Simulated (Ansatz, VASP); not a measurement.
# One calculation of Sc3Al, two programs

```
CELL_PARAMETERS angstrom
4.37479 0.00000 0.00000
0.00000 4.37479 0.00000
0.00000 0.00000 4.37479
ATOMIC_POSITIONS crystal
Sc 0.50000 0.00000 0.50000
Sc 0.00000 0.50000 0.50000
Sc 0.50000 0.50000 0.00000
Al 0.00000 0.00000 0.00000
```

Alike in both runs: task single point; functional PBEsol; k mesh 12 × 12 × 12; occupations gaussian, width 0.15 eV; no spin polarisation.

|  | VASP | Ansatz |
| --- | --- | --- |
| version | VASP 6.6.1 | Ansatz 0.2.0 |
| potentials or method | VASP PAW PBE potentials, release 64 (Sc_sv, Al), cutoff 520 eV | scalar-relativistic, plane waves, PAW |
| valence electrons in the cell | 36 | 36 |

```tsv
	VASP	Ansatz	Ansatz less VASP
gap on the k mesh at the Fermi level (eV)	none	none	-
pressure (GPa)	0.1	0.0	-0.06
```

VASP's potentials were made for PBE, not for PBEsol. A gap of «none» marks a metal or a gap that the smearing closes.
